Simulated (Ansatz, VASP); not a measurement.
GdN in VASP and in Ansatz

File INCAR:

```
ALGO = Normal
EDIFF = 1E-6
EDIFFG = -0.01
ENCUT = 600
GGA = PE
IBRION = 2
ISIF = 3
ISMEAR = 0
ISPIN = 2
LASPH = True
LCHARG = False
LMAXMIX = 6
LORBIT = 11
LREAL = False
LWAVE = False
MAGMOM = 7.55 0
NELM = 150
NSW = 100
PREC = Accurate
SIGMA = 0.1
```

Contents of KPOINTS:

```
k-points
0
Gamma
  18 18 18
```

Contents of POSCAR:

```
GdN
1.0
    3.0339701712      0.0000000000      0.0000000000
    0.0000000000      3.0339701712      0.0000000000
    0.0000000000      0.0000000000      3.0339701712
Gd N
1 1
Direct
    0.5000000000      0.5000000000      0.5000000000
    0.0000000000      0.0000000000      0.0000000000
```

Input for Ansatz:

```yaml
crystal:
  lattice:
    - [3.0339701712, 0.0, 0.0]
    - [0.0, 3.0339701712, 0.0]
    - [0.0, 0.0, 3.0339701712]
  atoms:
    - { symbol: Gd, position: [0.5, 0.5, 0.5], spin: 7.55 }
    - { symbol: "N", position: [0.0, 0.0, 0.0] }
basis:
  ecutwfc: 420
kpoints:
  mp_grid: { grid: [18, 18, 18] }
hamiltonian:
  xc: pbe
scf:
  occupations: { method: gaussian, width: 0.1 }
output:
  forces: true
  stress: true
  eigenvalues: true
  populations: true
  write_density: true
  write_potential: true
  elf: true
  volumetric_format: npy
magnetization:
  spin_polarized: true
relax:
  adjacent_minimum: "off"
  f_tol: 0.01
  max_steps: 80
  cell: { stress_tol: 0.05 }
```

Change from the starting cell: species swapped into the SmAu type (Pm-3m, No. 221).

Alike in both runs: task relaxation of cell and atoms; functional PBE; k mesh 18 × 18 × 18; occupations gaussian, width 0.1 eV; collinear spin.

|  | VASP | Ansatz |
| --- | --- | --- |
| version | VASP 6.6.1 | Ansatz 0.2.0 |
| potentials or method | VASP PAW PBE potentials, release 64 (Gd, N), cutoff 600 eV | scalar-relativistic, plane waves, PAW |
| valence electrons in the cell | 23 | 23 |

|  | VASP | Ansatz | Ansatz less VASP |
| --- | --- | --- | --- |
| gap on the k mesh at the Fermi level, each at its own relaxed structure (eV) | none | none | - |
| net moment per atom (μB) | 3.50 | 3.50 | 0.000 |
| size of the moment on the site where the two differ most (μB) | 6.78 | 6.86 | +0.088 |
| relaxed volume (Å³/atom) | 13.96 | 13.95 | -0.010 |
| relaxed length of the cell vector where the two differ most in proportion (Å) | 3.034 | 3.033 | -0.0007 |

Site moments also hang on the region over which each program counts them. A gap of «none» marks a metal or a gap that the smearing closes.

Spin-orbit coupling is off throughout. Noted on VASP's run: the relaxation stopped at its first step, so nothing moved.
